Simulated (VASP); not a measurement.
# CO2 (Cm) in VASP: single point with PBE

Aim: the single point of CO2 with PBE.

Everything below comes from runs of VASP 6.6.1. Logs are shortened: lines on timing, memory, paths and dates and some standing lists are left out, and cuts for length are marked.

## 1. The cell of the first run

The structure is monoclinic, space group Cm (No. 8). Conventional cell: a = 4.648 Å, b = 5.155 Å, c = 6.229 Å, α = 90.00°, β = 90.26°, γ = 90.00°. C (site symmetry m) has 2 O at 1.07 to 1.31 Å within 1.4 Å. Within 1.5 Å of C (site symmetry m) lie 2 O at 1.08 to 1.26 Å. O (site symmetry m) has 1 C at 1.31 Å within 1.7 Å. Within 1.4 Å of O (site symmetry m) lie 1 C at 1.07 Å. Within 1.7 Å of O (site symmetry m) lie 1 C at 1.26 Å. O (site symmetry m) has 1 C at 1.08 Å within 1.5 Å.

## 2. Single point, PBE (strained and its atoms moved)

Contents of INCAR:

```
ALGO     = Normal         # electronic algorithm
EDIFF    = 1E-7           # SCF threshold, eV
ENCUT    = 520            # plane-wave cutoff, eV
GGA      = PE             # functional
ISIF     = 2              # what is computed and relaxed
ISMEAR   = 0              # smearing method
LASPH    = True           # aspherical terms in the spheres
LCHARG   = False          # write CHGCAR
LREAL    = False          # projectors in reciprocal space
LWAVE    = False          # write WAVECAR
NBANDS   = 25             # bands
NELM     = 100            # most SCF steps
PREC     = Accurate       # precision mode
SIGMA    = 0.02           # smearing width, eV
```

Contents of KPOINTS:

```
k-points
0
Gamma
  6 6 4
```

Contents of POSCAR:

```
CO2
1.0
    2.5776312327     -2.3238499882     -0.0051806105
    2.5776312327      2.3238499882      0.0051806105
    0.0000000000      0.0142941696      6.2290960819
C O
2 4
Direct
    0.0102753291     -0.0102753291      0.0109982271
    0.4791007123      0.5208992877      0.4855585698
    0.7853304622      0.2146695378      0.8845940419
    0.1906278138      0.8093721862      0.1189473541
    0.7166906774      0.2833093226      0.3898615499
    0.3179750051      0.6820249949      0.6100402572
```

Potentials or basis: VASP PAW PBE potentials, release 64 (C, O).

Command:

```sh
> cat potpaw_PBE.64/C/POTCAR potpaw_PBE.64/O/POTCAR > POTCAR
> mpirun -np 1 vasp_std > vasp.out
```

OUTCAR:

```text
EDIFF = 1E-7
   ENCUT = 520
   GGA = PE
   ISIF = 2
   ISMEAR = 0
   LASPH = True
   LREAL = False
   NELM = 100
   PREC = Accurate

 ion  position               nearest neighbor table
   1  0.010  0.990  0.011-   4 1.07   3 1.31
   2  0.479  0.521  0.486-   6 1.08   5 1.26
   3  0.785  0.215  0.885-   1 1.31
   4  0.191  0.809  0.119-   1 1.07
   5  0.717  0.283  0.390-   2 1.26
   6  0.318  0.682  0.610-   2 1.08

  LATTYP: Found a base centered monoclinic cell.
 ALAT       =     4.6477115256
 B/A-ratio  =     1.1092044842
 C/A-ratio  =     1.3402536815
 COS(beta)  =    -0.0045240413

  Lattice vectors:

 A1 = (  -2.5776312327,  -2.3238499882,  -0.0051806105)
 A2 = (   2.5776312327,  -2.3238499882,  -0.0051806105)
 A3 = (   0.0000000000,   0.0142941696,   6.2290960819)

Analysis of symmetry for initial positions (statically):
=====================================================================
 Subroutine PRICEL returns:
 Original cell was already a primitive cell.

 Routine SETGRP: Setting up the symmetry group for a
 base centered monoclinic supercell.

 Subroutine GETGRP returns: Found  2 space group operations
 (whereof  2 operations were pure point group operations)
 out of a pool of  4 trial point group operations.

The static configuration has the point symmetry C_1h.

Analysis of symmetry for dynamics (positions and initial velocities):
=====================================================================
 Subroutine PRICEL returns:
 Original cell was already a primitive cell.

 Routine SETGRP: Setting up the symmetry group for a
 base centered monoclinic supercell.

 Subroutine GETGRP returns: Found  2 space group operations
 (whereof  2 operations were pure point group operations)
 out of a pool of  4 trial point group operations.

The dynamic configuration has the point symmetry C_1h.

 Subroutine INISYM returns: Found  2 space group operations
 (whereof  2 operations are pure point group operations),
 and found     1 'primitive' translations

----------------------------------------------------------------------------------------

                                     Primitive cell

[... 96 lines left out ...]
   ENCUT  =  520.0 eV  38.22 Ry    6.18 a.u.   6.45  6.45 11.58*2*pi/ulx,y,z
   NELM   =    100;   NELMIN=  2; NELMDL= -5     # of ELM steps
   EDIFF  = 0.1E-06   stopping-criterion for ELM
   LREAL  =      F    real-space projection
   EDIFFG = 0.1E-05   stopping-criterion for IOM
   NSW    =      0    number of steps for IOM
   IBRION =     -1    ionic relax: 0-MD 1-quasi-New 2-CG
   NFREE  =      0    steps in history (QN), initial steepest desc. (CG)
   ISIF   =      2    stress and relaxation
   ISYM   =      2    0-nonsym 1-usesym 2-fastsym
   POTIM  = 0.5000    time-step for ionic-motion
   TEBEG  =    0.0;   TEEND  =   0.0 temperature during run
   PSTRESS=    0.0 pullay stress
   NELECT =      32.0000    total number of electrons
   NUPDOWN=      -1.0000    fix difference up-down
   EMIN   =  10.00;   EMAX   =-10.00  energy-range for DOS
   EFERMI =   0.00;   METHOD = LEGACY
   ISMEAR =     0;   SIGMA  =   0.02  broadening in eV -4-tet -1-fermi 0-gaus
   EFERMI_NEDOS =   21; number of points for ismear=-14 and -15
   IALGO  =     38    algorithm
   IMIX   =      4    mixing-type and parameters
     AMIX     =   0.40;   BMIX     =  1.00
     AMIX_MAG =   1.60;   BMIX_MAG =  1.00
  volume/ion in A,a.u.               =      12.44        83.93
  Fermi-wavevector in a.u.,A,eV,Ry     =   1.234518  2.332902 20.735767  1.524036
  Thomas-Fermi vector in A             =   2.369205
   LORBIT       =      0    0 simple, 1 ext, 2 COOP (PROOUT), +10 PAW based schemes
   GGA     = PE    functional components
   LHFCALC =     F    Hartree Fock is set to
   AEXX    =    0.0000 exact exchange contribution
   IVDW    =     0    specifies the selected vdW correction
   LEPSILON=     F    determine dielectric tensor
   LRPA    =     F    only Hartree local field effects (RPA)
 non-spin polarized calculation
 Gauss-broadening in eV      SIGMA  =   0.02
  energy-cutoff  :      520.00
  volume of cell :       74.62
 maximum number of plane-waves:      2032
 NGX is ok and might be reduce to    28
   NGX = 13   NGY = 13   NGZ = 23

 number of electron      31.9999987 magnetization

 Free energy of the ion-electron system (eV)
  ---------------------------------------------------
  ext. energy  EPLUGINS =         0.00000000
  ---------------------------------------------------
  free energy    TOTEN  =       -43.71655905 eV

  energy without entropy =      -43.71655905  energy(sigma->0) =      -43.71655905

 E-fermi :  -1.9395     XC(G=0):  -8.7199

 val. band max:       -2.1262938561   @ k =   0.5000   0.5000   0.0000
 cond. band min:       3.4936884282   @ k =   0.0000   0.0000   0.0000
 fundamental gap:      5.6199822843
 Fermi energy:        -1.9395256917

 k-point     1 :       0.0000    0.0000    0.0000
  band No.  band energies     occupation
      1     -24.8395      2.00000
      2     -24.4454      2.00000
      3     -20.9280      2.00000
      4     -20.2720      2.00000
      5      -8.3077      2.00000
      6      -7.8275      2.00000
[... 661 lines left out ...]
     24      12.7111      0.00000
     25      12.9093      0.00000

 [... further k-points ...]

------------------------ aborting loop because EDIFF is reached ----------------------------------------

  FORCE on cell =-STRESS in cart. coord.  units (eV):
  Direction    XX          YY          ZZ          XY          YZ          ZX
  --------------------------------------------------------------------------------------
  -------------------------------------------------------------------------------------
  Total        1.5816656      5.5972084      9.0111398      0.0000000      1.9437200      0.0000000
  in kB       33.9581138    120.1711946    193.4677725      0.0000000     41.7313660      0.0000000
  external PRESSURE =     115.8656937 kB  Pullay stress =       0.0000000 kB

 VOLUME and BASIS-vectors are now :
 -----------------------------------------------------------------------------
  energy-cutoff  :      520.00
  volume of cell :       74.62
      direct lattice vectors                 reciprocal lattice vectors
     2.577631233 -2.323849988 -0.005180611     0.193976545 -0.215161289  0.000493740
     2.577631233  2.323849988  0.005180611     0.193976545  0.215161289 -0.000493740
     0.000000000  0.014294170  6.229096082     0.000000000 -0.000357890  0.160537757

 POSITION                                       TOTAL-FORCE (eV/Angst)
 -----------------------------------------------------------------------------------
      2.57763      2.27625      0.07358         0.000000     16.078853    -12.410510
      2.57763      0.10407      3.02481         0.000000    -13.774921     -8.895397
      2.57763     -1.31349      5.50726         0.000000     -5.944710      4.434532
      2.57763      1.43957      0.74414         0.000000    -10.106316      7.865397
      2.57763     -1.00154      2.42624         0.000000      4.723867      1.409634
      2.57763      0.85472      3.80189         0.000000      9.023228      7.596344
 -----------------------------------------------------------------------------------
    total drift:                               -0.000000      0.001301      0.000207

  FREE ENERGIE OF THE ION-ELECTRON SYSTEM (eV)
  ---------------------------------------------------
  free  energy   TOTEN  =       -43.7165590542 eV

  energy  without entropy=      -43.7165590542  energy(sigma->0) =      -43.71655905
```

It took 2.4 min on 1 thread of Intel Xeon 8259CL, shared host; peak memory 0.21 GiB.

What came out:

| Quantity | Value |
| --- | --- |
| Free energy | -43.7166 eV |
| Pressure | 11.6 GPa |
| Largest force | 20.311 eV/Å |
| Band gap on the k mesh | 5.62 eV (least direct gap 5.86 eV) |

Forces on the atoms (eV/Å):
```
C     0.000  16.079 -12.411
C     0.000 -13.775  -8.895
O     0.000  -5.945   4.435
O     0.000 -10.106   7.865
O     0.000   4.724   1.410
O     0.000   9.023   7.596
```

Caveat: the cell differs from its parent crystal (strained and its atoms moved); the stress differs along the axes, from 3 to 19 GPa; this functional lacks dispersion, which holds the molecules together, so the pressure and a relaxed volume are unreliable; forces of over 1 eV/Å act on the atoms, so gaps and moduli don't describe the material at rest. A k mesh can miss the band edges.
